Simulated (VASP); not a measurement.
# SiC (P6_3mc) in VASP: a series of runs

SiC is run at these levels: PBEsol; tasks: single point.

All numbers are computed with VASP 6.6.1; they aren't measurements. Logs are shortened: lines on timing, memory, paths and dates and some standing lists are left out, and cuts for length are marked.

## (1) The cell of the first run

Symmetry: P6_3mc, No. 186, hexagonal system. The conventional cell has a = 3.076 Å, b = 3.076 Å, c = 10.071 Å, α = 90.00°, β = 90.00°, γ = 120.00°. Within 2.5 Å of Si (site symmetry 3m) lie 4 C at 1.88 to 1.89 Å. Within 2.5 Å of Si (site symmetry 3m) lie 4 C at 1.88 to 1.89 Å. C (site symmetry 3m) has 4 Si at 1.88 to 1.89 Å within 2.5 Å. Within 2.5 Å of C (site symmetry 3m) lie 4 Si at 1.88 to 1.89 Å.

## (2) Single point, PBEsol

The input, INCAR:

```
SYSTEM = SiC
ALGO = Normal
EDIFF = 1E-6
ENCUT = 600
GGA = PS
GGA_COMPAT = .FALSE.
ISIF = 2
ISMEAR = 0
LASPH = .TRUE.
LCHARG = .FALSE.
LREAL = .FALSE.
LWAVE = .FALSE.
NBANDS = 26
NELM = 120
PREC = Accurate
SIGMA = 0.1
```

The input, KPOINTS:

```
k-points
0
G
  6 6 2
  0 0 0
```

The input, POSCAR:

```
SiC
1.0
    3.0756941500      0.0000000000      0.0000000000
   -1.5378470700      2.6636292700      0.0000000000
    0.0000000000      0.0000000000     10.0706464800
Si C
4 4
Direct
    0.6666666700      0.3333333300      0.9378419800
    0.3333333300      0.6666666700      0.4378419800
    0.0000000000      0.0000000000      0.6878943800
    0.0000000000      0.0000000000      0.1878943800
    0.6666666700      0.3333333300      0.7498025900
    0.3333333300      0.6666666700      0.2498025900
    0.0000000000      0.0000000000      0.5004600500
    0.0000000000      0.0000000000      0.0004600500
```

Potentials or basis: VASP PAW PBE potentials, release 64 (Si, C).

Run with:

```bash
$ cat potpaw_PBE.64/Si/POTCAR potpaw_PBE.64/C/POTCAR > POTCAR
$ mpirun -np 1 vasp_std > vasp.out
```

OUTCAR:

```text
SYSTEM = SiC
   EDIFF = 1E-6
   ENCUT = 600
   GGA = PS
   ISIF = 2
   ISMEAR = 0
   LASPH = .TRUE.
   LREAL = .FALSE.
   NELM = 120
   PREC = Accurate

 ion  position               nearest neighbor table
   1  0.667  0.333  0.938-   8 1.88   8 1.88   8 1.88   5 1.89   3 3.08   3 3.08   3 3.08   4 3.08
                             4 3.08   4 3.08
   2  0.333  0.667  0.438-   7 1.88   7 1.88   7 1.88   6 1.89   4 3.08   4 3.08   4 3.08   3 3.08
                             3 3.08   3 3.08
   3  0.000  0.000  0.688-   5 1.88   5 1.88   5 1.88   7 1.89   1 3.08   1 3.08   1 3.08   2 3.08
                             2 3.08   2 3.08
   4  0.000  0.000  0.188-   6 1.88   6 1.88   6 1.88   8 1.89   2 3.08   2 3.08   2 3.08   1 3.08
                             1 3.08   1 3.08
   5  0.667  0.333  0.750-   3 1.88   3 1.88   3 1.88   1 1.89
   6  0.333  0.667  0.250-   4 1.88   4 1.88   4 1.88   2 1.89
   7  0.000  0.000  0.500-   2 1.88   2 1.88   2 1.88   3 1.89
   8  0.000  0.000  0.000-   1 1.88   1 1.88   1 1.88   4 1.89

  LATTYP: Found a hexagonal cell.
 ALAT       =     3.0756941500
 C/A-ratio  =     3.2742678527

  Lattice vectors:

 A1 = (   3.0756941500,   0.0000000000,   0.0000000000)
 A2 = (  -1.5378470700,   2.6636292700,   0.0000000000)
 A3 = (   0.0000000000,   0.0000000000,  10.0706464800)

Analysis of symmetry for initial positions (statically):
=====================================================================
 Subroutine PRICEL returns:
 Original cell was already a primitive cell.

 Routine SETGRP: Setting up the symmetry group for a
 hexagonal supercell.

 Subroutine GETGRP returns: Found 12 space group operations
 (whereof  6 operations were pure point group operations)
 out of a pool of 24 trial point group operations.

The static configuration has the point symmetry C_3v.
 The point group associated with its full space group is C_6v.

Analysis of symmetry for dynamics (positions and initial velocities):
=====================================================================
 Subroutine PRICEL returns:
 Original cell was already a primitive cell.

 Routine SETGRP: Setting up the symmetry group for a
 hexagonal supercell.

 Subroutine GETGRP returns: Found 12 space group operations
 (whereof  6 operations were pure point group operations)
 out of a pool of 24 trial point group operations.

The dynamic configuration has the point symmetry C_3v.
 The point group associated with its full space group is C_6v.

 Subroutine INISYM returns: Found 12 space group operations
 (whereof  6 operations are pure point group operations),
 and found     1 'primitive' translations

----------------------------------------------------------------------------------------

                                     Primitive cell

  volume of cell :      82.5039

  direct lattice vectors                    reciprocal lattice vectors
     3.075694150  0.000000000  0.000000000     0.325129857  0.187713810  0.000000000
    -1.537847070  2.663629270  0.000000000     0.000000000  0.375427621  0.000000000
     0.000000000  0.000000000 10.070646480     0.000000000  0.000000000  0.099298491

  length of vectors
     3.075694150  3.075694149 10.070646480     0.375427621  0.375427621  0.099298491

  position of ions in fractional coordinates (direct lattice)
     0.666666670  0.333333330  0.937841980
     0.333333330  0.666666670  0.437841980
     0.000000000  0.000000000  0.687894380
     0.000000000  0.000000000  0.187894380
     0.666666670  0.333333330  0.749802590
     0.333333330  0.666666670  0.249802590
     0.000000000  0.000000000  0.500460050
     0.000000000  0.000000000  0.000460050

  ion indices of the primitive-cell ions
   primitive index   ion index
                 1           1
                 2           2
                 3           3
                 4           4
                 5           5
                 6           6
                 7           7
                 8           8

----------------------------------------------------------------------------------------

 KPOINTS: k-points

Automatic generation of k-mesh.
 Grid dimensions read from file:
 generate k-points for:    6    6    2

 Generating k-lattice:

  Cartesian coordinates                     Fractional coordinates (reciprocal lattice)
     0.054188310  0.031285635  0.000000000     0.166666667  0.000000000  0.000000000
     0.000000000  0.062571270  0.000000000     0.000000000  0.166666667  0.000000000
     0.000000000  0.000000000  0.049649246     0.000000000  0.000000000  0.500000000

  Length of vectors
     0.062571270  0.062571270  0.049649246

  Shift w.r.t. Gamma in fractional coordinates (k-lattice)
     0.000000000  0.000000000  0.000000000

 Subroutine IBZKPT returns following result:
 ===========================================

 Found     14 irreducible k-points:

 Following reciprocal coordinates:
            Coordinates               Weight
  0.000000  0.000000  0.000000      1.000000
  0.166667  0.000000  0.000000      6.000000
  0.333333  0.000000  0.000000      6.000000
  0.500000  0.000000  0.000000      3.000000
  0.166667  0.166667  0.000000      6.000000
  0.333333  0.166667  0.000000     12.000000
  0.333333  0.333333  0.000000      2.000000
  0.000000  0.000000  0.500000      1.000000
  0.166667  0.000000  0.500000      6.000000
  0.333333  0.000000  0.500000      6.000000
  0.500000  0.000000  0.500000      3.000000
  0.166667  0.166667  0.500000      6.000000
  0.333333  0.166667  0.500000     12.000000
  0.333333  0.333333  0.500000      2.000000
   k-points           NKPTS =     14   k-points in BZ     NKDIM =     14   number of bands    NBANDS=     26
   number of dos      NEDOS =    301   number of ions     NIONS =      8
   total plane-waves  NPLWV =  62720
   dimension x,y,z NGX =    28 NGY =   28 NGZ =   80
   dimension x,y,z NGXF=    56 NGYF=   56 NGZF=  160
   ions per type =               4   4
   NGX,Y,Z   is equivalent  to a cutoff of  15.13, 15.13, 13.21 a.u.
   NGXF,Y,Z  is equivalent  to a cutoff of  30.27, 30.27, 26.41 a.u.
 SYSTEM =  SiC
   PREC   = accura    normal or accurate (medium, high low for compatibility)
   ISTART =      0    job   : 0-new  1-cont  2-samecut
   ICHARG =      2    charge: 1-file 2-atom 10-const
   ISPIN  =      1    spin polarized calculation?
   LNONCOLLINEAR =      F non collinear calculations
   LSORBIT =      F    spin-orbit coupling
   LASPH  =      T    aspherical Exc in radial PAW
   ENCUT  =  600.0 eV  44.10 Ry    6.64 a.u.   6.14  6.14 20.11*2*pi/ulx,y,z
   NELM   =    120;   NELMIN=  2; NELMDL= -5     # of ELM steps
   EDIFF  = 0.1E-05   stopping-criterion for ELM
   LREAL  =      F    real-space projection
   EDIFFG = 0.1E-04   stopping-criterion for IOM
   NSW    =      0    number of steps for IOM
   IBRION =     -1    ionic relax: 0-MD 1-quasi-New 2-CG
   NFREE  =      0    steps in history (QN), initial steepest desc. (CG)
   ISIF   =      2    stress and relaxation
   ISYM   =      2    0-nonsym 1-usesym 2-fastsym
   POTIM  = 0.5000    time-step for ionic-motion
   TEBEG  =    0.0;   TEEND  =   0.0 temperature during run
   PSTRESS=    0.0 pullay stress
   NELECT =      32.0000    total number of electrons
   NUPDOWN=      -1.0000    fix difference up-down
   EMIN   =  10.00;   EMAX   =-10.00  energy-range for DOS
   EFERMI =   0.00;   METHOD = LEGACY
   ISMEAR =     0;   SIGMA  =   0.10  broadening in eV -4-tet -1-fermi 0-gaus
   EFERMI_NEDOS =   21; number of points for ismear=-14 and -15
   IALGO  =     38    algorithm
   IMIX   =      4    mixing-type and parameters
     AMIX     =   0.40;   BMIX     =  1.00
     AMIX_MAG =   1.60;   BMIX_MAG =  1.00
  volume/ion in A,a.u.               =      10.31        69.60
  Fermi-wavevector in a.u.,A,eV,Ry     =   1.193897  2.256138 19.393597  1.425389
  Thomas-Fermi vector in A             =   2.329900
   LORBIT       =      0    0 simple, 1 ext, 2 COOP (PROOUT), +10 PAW based schemes
   GGA     = PS    functional components
   LHFCALC =     F    Hartree Fock is set to
   AEXX    =    0.0000 exact exchange contribution
   IVDW    =     0    specifies the selected vdW correction
   LEPSILON=     F    determine dielectric tensor
   LRPA    =     F    only Hartree local field effects (RPA)
 non-spin polarized calculation
 Gauss-broadening in eV      SIGMA  =   0.10
  energy-cutoff  :      600.00
  volume of cell :       82.50
 maximum number of plane-waves:      2790
 NGX is ok and might be reduce to    28
   NGX = 13   NGY = 13   NGZ = 41

 number of electron      32.0000001 magnetization

 Free energy of the ion-electron system (eV)
  ---------------------------------------------------
  ext. energy  EPLUGINS =         0.00000000
  ---------------------------------------------------
  free energy    TOTEN  =       -63.65166829 eV

  energy without entropy =      -63.65166829  energy(sigma->0) =      -63.65166829

 E-fermi :   8.6447     XC(G=0): -11.5148

 val. band max:        8.1636222037   @ k =   0.0000   0.0000   0.0000
 cond. band min:      10.2691630397   @ k =   0.5000   0.0000   0.0000
 fundamental gap:      2.1055408361
 Fermi energy:         8.6446630668

 k-point     1 :       0.0000    0.0000    0.0000
  band No.  band energies     occupation
      1      -7.3652      2.00000
      2      -6.1794      2.00000
      3      -6.1432      2.00000
      4      -3.7502      2.00000
      5      -0.5314      2.00000
      6       3.7506      2.00000
[... 18 lines left out ...]
     25      15.5062      0.00000
     26      16.1577      0.00000

 k-point     2 :       0.1667    0.0000    0.0000
  band No.  band energies     occupation
      1      -6.8823      2.00000
      2      -5.7134      2.00000
      3      -5.6747      2.00000
      4      -3.3482      2.00000
      5      -0.0917      2.00000
      6       3.7765      2.00000
[... 18 lines left out ...]
     25      16.1440      0.00000
[... 318 lines left out ...]
     25      16.8587      0.00000
     26      16.8587      0.00000

 k-point    14 :       0.3333    0.3333    0.5000
  band No.  band energies     occupation
      1      -2.7075      2.00000
      2      -2.7075      2.00000
      3      -2.6294      2.00000
      4      -2.6294      2.00000
      5       0.7461      2.00000
      6       0.7461      2.00000
[... 18 lines left out ...]
     25      18.4047      0.00000
     26      18.5621      0.00000

------------------------ aborting loop because EDIFF is reached ----------------------------------------

  FORCE on cell =-STRESS in cart. coord.  units (eV):
  Direction    XX          YY          ZZ          XY          YZ          ZX
  --------------------------------------------------------------------------------------
  -------------------------------------------------------------------------------------
  Total        0.4023763      0.4023763      0.2668125      0.0000000      0.0000000     -0.0000000
  in kB        7.8139144      7.8139144      5.1813440      0.0000000      0.0000000     -0.0000000
  external PRESSURE =       6.9363910 kB  Pullay stress =       0.0000000 kB

 VOLUME and BASIS-vectors are now :
 -----------------------------------------------------------------------------
  energy-cutoff  :      600.00
  volume of cell :       82.50
      direct lattice vectors                 reciprocal lattice vectors
     3.075694150  0.000000000  0.000000000     0.325129857  0.187713810  0.000000000
    -1.537847070  2.663629270  0.000000000     0.000000000  0.375427621  0.000000000
     0.000000000  0.000000000 10.070646480     0.000000000  0.000000000  0.099298491

 POSITION                                       TOTAL-FORCE (eV/Angst)
 -----------------------------------------------------------------------------------
      1.53785      0.88788      9.44468        -0.000000      0.000000      0.002462
     -0.00000      1.77575      4.40935         0.000000      0.000000      0.002462
      0.00000      0.00000      6.92754        -0.000000      0.000000      0.006442
      0.00000      0.00000      1.89222         0.000000     -0.000000      0.006442
      1.53785      0.88788      7.55100         0.000000      0.000000     -0.003473
     -0.00000      1.77575      2.51567        -0.000000      0.000000     -0.003473
      0.00000      0.00000      5.03996        -0.000000      0.000000     -0.005431
      0.00000      0.00000      0.00463         0.000000     -0.000000     -0.005431
 -----------------------------------------------------------------------------------
    total drift:                                0.000000      0.000000      0.000087

  FREE ENERGIE OF THE ION-ELECTRON SYSTEM (eV)
  ---------------------------------------------------
  free  energy   TOTEN  =       -63.6516682928 eV

  energy  without entropy=      -63.6516682928  energy(sigma->0) =      -63.65166829
```

Wall time 51 s (1 thread of AMD EPYC 7R43 (Zen 3), shared host); peak memory 0.18 GiB.

Results:

```
Free energy            : -63.6517 eV
Pressure               : 0.7 GPa
Largest force          : 0.006 eV/Å
Band gap on the k mesh : 2.11 eV (least direct gap 3.23 eV)
```

Forces in eV/Å, atoms in the order of the input:
```
Si   0.000  0.000  0.002
Si   0.000  0.000  0.002
Si   0.000  0.000  0.006
Si   0.000  0.000  0.006
C    0.000  0.000 -0.003
C    0.000  0.000 -0.003
C    0.000  0.000 -0.005
C    0.000  0.000 -0.005
```

Stress tensor (GPa, compression positive):
```
0.78 0.00 0.00
0.00 0.78 0.00
0.00 0.00 0.52
```

Caveat: the PAW data sets were made with another functional, which shifts forces and pressure a little.

[end of part 1 of 2]
